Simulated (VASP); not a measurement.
# Mg2PbN2 (P-3m1) in VASP: a series of runs

Mg2PbN2 is run at these levels: LDA; tasks: single point, relaxation of volume and atoms at fixed shape.

Everything below comes from runs of VASP 6.6.1. Logs are shortened: lines on timing, memory, paths and dates and some standing lists are left out, and cuts for length are marked.

## (1) The cell of the first run

Symmetry: P-3m1, No. 164, trigonal system. The conventional cell has a = 3.546 Å, b = 3.546 Å, c = 6.419 Å, α = 90.00°, β = 90.00°, γ = 120.00°. Within 2.8 Å of Mg (site symmetry 3m) lie 4 N at 2.09 to 2.20 Å and 3 Mg at 2.71 Å. Pb (site symmetry -3m) has 6 N at 2.79 Å and 6 Mg at 3.09 Å and 6 Pb at 3.55 Å within 3.7 Å. N (site symmetry 3m) has 4 Mg at 2.09 to 2.20 Å and 3 Pb at 2.79 Å within 2.8 Å.

## (2) Single point, LDA

Contents of INCAR:

```
  ALGO = Normal
  EDIFF = 1E-6
  ENCUT = 520
  ISIF = 2
  ISMEAR = 0
  LASPH = True
  LCHARG = True
  LELF = True
  LREAL = False
  LVHAR = True
  LWAVE = False
  NBANDS = 22
  NELM = 60
  PREC = Accurate
  SIGMA = 0.05
```

Contents of KPOINTS:

```
k-points
0
Gamma
  7 7 4
```

Contents of POSCAR:

```
Mg2PbN2
1.0
    3.5455562597      0.0000000000      0.0000000000
   -1.7727781298      3.0705417914      0.0000000000
    0.0000000000      0.0000000000      6.4186965602
Mg Pb N
2 1 2
Direct
    0.6666666667      0.3333333333      0.1387976046
    0.3333333333      0.6666666667      0.8612023954
    0.0000000000      0.0000000000      0.5000000000
    0.6666666667      0.3333333333      0.7956783888
    0.3333333333      0.6666666667      0.2043216112
```

Potentials or basis: VASP PAW LDA potentials, release 64 (Mg, Pb_d, N).

Run with:

```
cat potpaw_LDA.64/Mg/POTCAR potpaw_LDA.64/Pb_d/POTCAR potpaw_LDA.64/N/POTCAR > POTCAR
mpirun -np 1 vasp_std > vasp.out
```

OUTCAR:

```text
EDIFF = 1E-6
   ENCUT = 520
   ISIF = 2
   ISMEAR = 0
   LASPH = True
   LREAL = False
   NELM = 60
   PREC = Accurate

 ion  position               nearest neighbor table
   1  0.667  0.333  0.139-   5 2.09   5 2.09   5 2.09   4 2.20   2 2.71   2 2.71   2 2.71   3 3.09
                             3 3.09   3 3.09
   2  0.333  0.667  0.861-   4 2.09   4 2.09   4 2.09   5 2.20   1 2.71   1 2.71   1 2.71   3 3.09
                             3 3.09   3 3.09
   3  0.000  0.000  0.500-   4 2.79   5 2.79   5 2.79   4 2.79   4 2.79   5 2.79   1 3.09   2 3.09
                             2 3.09   1 3.09   2 3.09   1 3.09
   4  0.667  0.333  0.796-   2 2.09   2 2.09   2 2.09   1 2.20   3 2.79   3 2.79   3 2.79
   5  0.333  0.667  0.204-   1 2.09   1 2.09   1 2.09   2 2.20   3 2.79   3 2.79   3 2.79

  LATTYP: Found a hexagonal cell.
 ALAT       =     3.5455562597
 C/A-ratio  =     1.8103496574

  Lattice vectors:

 A1 = (   3.5455562597,   0.0000000000,   0.0000000000)
 A2 = (  -1.7727781298,   3.0705417914,   0.0000000000)
 A3 = (   0.0000000000,   0.0000000000,   6.4186965602)

Analysis of symmetry for initial positions (statically):
=====================================================================
 Subroutine PRICEL returns:
 Original cell was already a primitive cell.

 Routine SETGRP: Setting up the symmetry group for a
 hexagonal supercell.

 Subroutine GETGRP returns: Found 12 space group operations
 (whereof 12 operations were pure point group operations)
 out of a pool of 24 trial point group operations.

The static configuration has the point symmetry D_3d.

Analysis of symmetry for dynamics (positions and initial velocities):
=====================================================================
 Subroutine PRICEL returns:
 Original cell was already a primitive cell.

 Routine SETGRP: Setting up the symmetry group for a
 hexagonal supercell.

 Subroutine GETGRP returns: Found 12 space group operations
 (whereof 12 operations were pure point group operations)
 out of a pool of 24 trial point group operations.

The dynamic configuration has the point symmetry D_3d.

 Subroutine INISYM returns: Found 12 space group operations
 (whereof 12 operations are pure point group operations),
 and found     1 'primitive' translations

----------------------------------------------------------------------------------------

                                     Primitive cell

  volume of cell :      69.8789

  direct lattice vectors                    reciprocal lattice vectors
     3.545556260  0.000000000  0.000000000     0.282043191  0.162837712  0.000000000
    -1.772778130  3.070541791  0.000000000     0.000000000  0.325675424  0.000000000
     0.000000000  0.000000000  6.418696560     0.000000000  0.000000000  0.155794871

  length of vectors
     3.545556260  3.545556260  6.418696560     0.325675424  0.325675424  0.155794871

  position of ions in fractional coordinates (direct lattice)
     0.666666667  0.333333333  0.138797605
     0.333333333  0.666666667  0.861202395
     0.000000000  0.000000000  0.500000000
     0.666666667  0.333333333  0.795678389
     0.333333333  0.666666667  0.204321611

  ion indices of the primitive-cell ions
   primitive index   ion index
                 1           1
                 2           2
                 3           3
                 4           4
                 5           5

----------------------------------------------------------------------------------------

 KPOINTS: k-points

Automatic generation of k-mesh.
 Grid dimensions read from file:
 generate k-points for:    7    7    4

 Generating k-lattice:

  Cartesian coordinates                     Fractional coordinates (reciprocal lattice)
     0.040291884  0.023262530  0.000000000     0.142857143  0.000000000  0.000000000
     0.000000000  0.046525061  0.000000000     0.000000000  0.142857143  0.000000000
     0.000000000  0.000000000  0.038948718     0.000000000  0.000000000  0.250000000

  Length of vectors
     0.046525061  0.046525061  0.038948718

  Shift w.r.t. Gamma in fractional coordinates (k-lattice)
     0.000000000  0.000000000  0.000000000

 Subroutine IBZKPT returns following result:
 ===========================================

 Found     28 irreducible k-points:

 Following reciprocal coordinates:
            Coordinates               Weight
  0.000000  0.000000  0.000000      1.000000
  0.142857 -0.000000  0.000000      6.000000
  0.285714  0.000000  0.000000      6.000000
  0.428571  0.000000  0.000000      6.000000
  0.142857  0.142857  0.000000      6.000000
  0.285714  0.142857  0.000000     12.000000
[... 16 lines left out ...]
  0.285714  0.000000  0.500000      6.000000
  0.428571  0.000000  0.500000      6.000000
 [... further k-points ...]
   k-points           NKPTS =     28   k-points in BZ     NKDIM =     28   number of bands    NBANDS=     22
   number of dos      NEDOS =    301   number of ions     NIONS =      5
   total plane-waves  NPLWV =  37632
   dimension x,y,z NGX =    28 NGY =   28 NGZ =   48
   dimension x,y,z NGXF=    56 NGYF=   56 NGZF=   96
   ions per type =               2   1   2
   NGX,Y,Z   is equivalent  to a cutoff of  13.13, 13.13, 12.43 a.u.
   NGXF,Y,Z  is equivalent  to a cutoff of  26.26, 26.26, 24.86 a.u.
 SYSTEM =  unknown system
   PREC   = accura    normal or accurate (medium, high low for compatibility)
   ISTART =      0    job   : 0-new  1-cont  2-samecut
   ICHARG =      2    charge: 1-file 2-atom 10-const
   ISPIN  =      1    spin polarized calculation?
   LNONCOLLINEAR =      F non collinear calculations
   LSORBIT =      F    spin-orbit coupling
   LASPH  =      T    aspherical Exc in radial PAW
   ENCUT  =  520.0 eV  38.22 Ry    6.18 a.u.   6.59  6.59 11.93*2*pi/ulx,y,z
   NELM   =     60;   NELMIN=  2; NELMDL= -5     # of ELM steps
   EDIFF  = 0.1E-05   stopping-criterion for ELM
   LREAL  =      F    real-space projection
   EDIFFG = 0.1E-04   stopping-criterion for IOM
   NSW    =      0    number of steps for IOM
   IBRION =     -1    ionic relax: 0-MD 1-quasi-New 2-CG
   NFREE  =      0    steps in history (QN), initial steepest desc. (CG)
   ISIF   =      2    stress and relaxation
   ISYM   =      2    0-nonsym 1-usesym 2-fastsym
   POTIM  = 0.5000    time-step for ionic-motion
   TEBEG  =    0.0;   TEEND  =   0.0 temperature during run
   PSTRESS=    0.0 pullay stress
   NELECT =      28.0000    total number of electrons
   NUPDOWN=      -1.0000    fix difference up-down
   EMIN   =  10.00;   EMAX   =-10.00  energy-range for DOS
   EFERMI =   0.00;   METHOD = LEGACY
   ISMEAR =     0;   SIGMA  =   0.05  broadening in eV -4-tet -1-fermi 0-gaus
   EFERMI_NEDOS =   21; number of points for ismear=-14 and -15
   IALGO  =     38    algorithm
   IMIX   =      4    mixing-type and parameters
     AMIX     =   0.40;   BMIX     =  1.00
     AMIX_MAG =   1.60;   BMIX_MAG =  1.00
  volume/ion in A,a.u.               =      13.98        94.31
  Fermi-wavevector in a.u.,A,eV,Ry     =   1.206921  2.280750 19.819032  1.456658
  Thomas-Fermi vector in A             =   2.342574
   LORBIT       =      0    0 simple, 1 ext, 2 COOP (PROOUT), +10 PAW based schemes
   GGA     = CA    functional components
   LHFCALC =     F    Hartree Fock is set to
   AEXX    =    0.0000 exact exchange contribution
   IVDW    =     0    specifies the selected vdW correction
   LEPSILON=     F    determine dielectric tensor
   LRPA    =     F    only Hartree local field effects (RPA)
 non-spin polarized calculation
 Gauss-broadening in eV      SIGMA  =   0.05
  energy-cutoff  :      520.00
  volume of cell :       69.88
 maximum number of plane-waves:      1908
 NGX is ok and might be reduce to    28
   NGX = 13   NGY = 13   NGZ = 23

 number of electron      28.0000006 magnetization

 Free energy of the ion-electron system (eV)
  ---------------------------------------------------
  ext. energy  EPLUGINS =         0.00000000
  ---------------------------------------------------
  free energy    TOTEN  =       -27.65406458 eV

  energy without entropy =      -27.65361994  energy(sigma->0) =      -27.65384226

 E-fermi :   6.0179     XC(G=0): -10.9623

 val. band max:        6.0099357779   @ k =   0.0000   0.0000   0.5000
 cond. band min:       6.0724377408   @ k =   0.4286   0.1429   0.5000
 fundamental gap:      0.0625019629
 Fermi energy:         6.0179402135

 k-point     1 :       0.0000    0.0000    0.0000
  band No.  band energies     occupation
      1     -11.2622      2.00000
      2     -11.2622      2.00000
      3     -11.2246      2.00000
      4     -11.0552      2.00000
      5     -11.0552      2.00000
      6      -8.5411      2.00000
[... 14 lines left out ...]
     21      15.7428      0.00000
     22      15.8454      0.00000

 k-point     2 :       0.1429   -0.0000    0.0000
  band No.  band energies     occupation
      1     -11.2769      2.00000
      2     -11.2205      2.00000
      3     -11.1918      2.00000
      4     -11.0974      2.00000
      5     -11.0604      2.00000
      6      -8.3397      2.00000
[... 14 lines left out ...]
     21      15.1655      0.00000
     22      15.2600      0.00000

 k-point     3 :       0.2857    0.0000    0.0000
  band No.  band energies     occupation
      1     -11.3177      2.00000
      2     -11.1860      2.00000
      3     -11.1331      2.00000
      4     -11.1148      2.00000
      5     -11.0639      2.00000
      6      -7.8055      2.00000
[... 14 lines left out ...]
     21      15.0659      0.00000
     22      15.4942      0.00000

 k-point     4 :       0.4286    0.0000    0.0000
  band No.  band energies     occupation
      1     -11.3526      2.00000
      2     -11.2510      2.00000
      3     -11.1054      2.00000
      4     -11.0549      2.00000
      5     -11.0223      2.00000
      6      -7.2195      2.00000
[... 14 lines left out ...]
     21      14.6016      0.00000
     22      15.7293      0.00000

 k-point     5 :       0.1429    0.1429    0.0000
  band No.  band energies     occupation
      1     -11.2798      2.00000
      2     -11.1991      2.00000
      3     -11.1560      2.00000
      4     -11.1193      2.00000
      5     -11.0712      2.00000
      6      -7.9689      2.00000
[... 14 lines left out ...]
     21      15.1528      0.00000
     22      15.2250      0.00000

 k-point     6 :       0.2857    0.1429    0.0000
  band No.  band energies     occupation
      1     -11.2968      2.00000
      2     -11.2194      2.00000
      3     -11.1392      2.00000
      4     -11.0977      2.00000
      5     -11.0429      2.00000
      6      -7.3859      2.00000
[... 14 lines left out ...]
     21      14.8717      0.00000
     22      15.1200      0.00000

 k-point     7 :       0.4286    0.1429    0.0000
  band No.  band energies     occupation
      1     -11.3094      2.00000
      2     -11.2454      2.00000
      3     -11.1284      2.00000
      4     -11.0498      2.00000
      5     -11.0490      2.00000
      6      -7.0148      2.00000
[... 324 lines left out ...]
      6      -6.8856      2.00000
[... 14 lines left out ...]
     21      14.8477      0.00000
     22      15.1870      0.00000

 k-point    21 :       0.0000    0.0000    0.5000
  band No.  band energies     occupation
      1     -11.2622      2.00000
      2     -11.2622      2.00000
      3     -11.2222      2.00000
      4     -11.0552      2.00000
      5     -11.0552      2.00000
      6      -8.0136      2.00000
[... 14 lines left out ...]
     21      14.6437      0.00000
     22      15.8349      0.00000

 k-point    22 :       0.1429   -0.0000    0.5000
  band No.  band energies     occupation
      1     -11.2769      2.00000
      2     -11.2205      2.00000
      3     -11.1896      2.00000
      4     -11.0994      2.00000
      5     -11.0604      2.00000
      6      -7.8234      2.00000
[... 14 lines left out ...]
     21      15.0696      0.00000
     22      15.5575      0.00000

 k-point    23 :       0.2857    0.0000    0.5000
  band No.  band energies     occupation
      1     -11.3176      2.00000
      2     -11.1902      2.00000
      3     -11.1331      2.00000
      4     -11.1130      2.00000
      5     -11.0639      2.00000
      6      -7.3658      2.00000
[... 14 lines left out ...]
     21      14.2264      0.00000
     22      15.4594      0.00000

 k-point    24 :       0.4286    0.0000    0.5000
  band No.  band energies     occupation
      1     -11.3525      2.00000
      2     -11.2554      2.00000
      3     -11.1055      2.00000
      4     -11.0538      2.00000
      5     -11.0223      2.00000
      6      -6.9522      2.00000
[... 14 lines left out ...]
     21      14.4071      0.00000
     22      15.2949      0.00000

 [... further k-points ...]

------------------------ aborting loop because EDIFF is reached ----------------------------------------

  FORCE on cell =-STRESS in cart. coord.  units (eV):
  Direction    XX          YY          ZZ          XY          YZ          ZX
  --------------------------------------------------------------------------------------
  -------------------------------------------------------------------------------------
  Total       -0.1480405     -0.1480405     -0.5772349     -0.0000000      0.0000000     -0.0000000
  in kB       -3.3942581     -3.3942581    -13.2347866     -0.0000000      0.0000000     -0.0000000
  external PRESSURE =      -6.6744343 kB  Pullay stress =       0.0000000 kB

 VOLUME and BASIS-vectors are now :
 -----------------------------------------------------------------------------
  energy-cutoff  :      520.00
  volume of cell :       69.88
      direct lattice vectors                 reciprocal lattice vectors
     3.545556260  0.000000000  0.000000000     0.282043191  0.162837712  0.000000000
    -1.772778130  3.070541791  0.000000000     0.000000000  0.325675424  0.000000000
     0.000000000  0.000000000  6.418696560     0.000000000  0.000000000  0.155794871

 POSITION                                       TOTAL-FORCE (eV/Angst)
 -----------------------------------------------------------------------------------
      1.77278      1.02351      0.89090        -0.000000      0.000000     -0.011048
     -0.00000      2.04703      5.52780        -0.000000     -0.000000      0.011048
      0.00000      0.00000      3.20935        -0.000000      0.000000      0.000000
      1.77278      1.02351      5.10722         0.000000     -0.000000      0.034067
     -0.00000      2.04703      1.31148        -0.000000      0.000000     -0.034067
 -----------------------------------------------------------------------------------
    total drift:                                0.000000      0.000000      0.000000

  FREE ENERGIE OF THE ION-ELECTRON SYSTEM (eV)
  ---------------------------------------------------
  free  energy   TOTEN  =       -27.6540645850 eV

  energy  without entropy=      -27.6536199420  energy(sigma->0) =      -27.65384226
```

Run time: 52 s. Hardware: 1 thread of Intel Xeon 8259CL, shared host; peak memory 0.19 GiB.

What came out:

```yaml
Free_energy: -27.6541 eV
Pressure: -0.7 GPa
Largest_force: 0.034 eV/Å
Band_gap_on_the_k_mesh: 0.06 eV (least direct gap 0.40 eV)
```

Forces in eV/Å, atoms in the order of the input:
```
Mg   0.000  0.000 -0.011
Mg   0.000  0.000  0.011
Pb   0.000  0.000  0.000
N    0.000  0.000  0.034
N    0.000  0.000 -0.034
```

Stress tensor (GPa, compression positive):
```
-0.34  0.00  0.00
 0.00 -0.34  0.00
 0.00  0.00 -1.32
```

Levels at points of the mesh, in eV from the valence-band top:
```
           k point  band 11  band 12  band 13  band 14  band 15  band 16  band 17  band 18
(0.00, 0.00, 0.00)    -1.71    -1.71    -1.55    -1.55     1.96     4.30     5.40     5.40
(0.00, 0.00, 0.50)    -1.81    -1.42    -1.42     0.00     0.40     5.34     5.34     5.81
```

Caveat: spin-orbit coupling is left out, which moves the levels of the heavy elements; an odd mesh through Γ misses points on the zone boundary, where band edges can lie.

(Continued in part 2 of 2.)
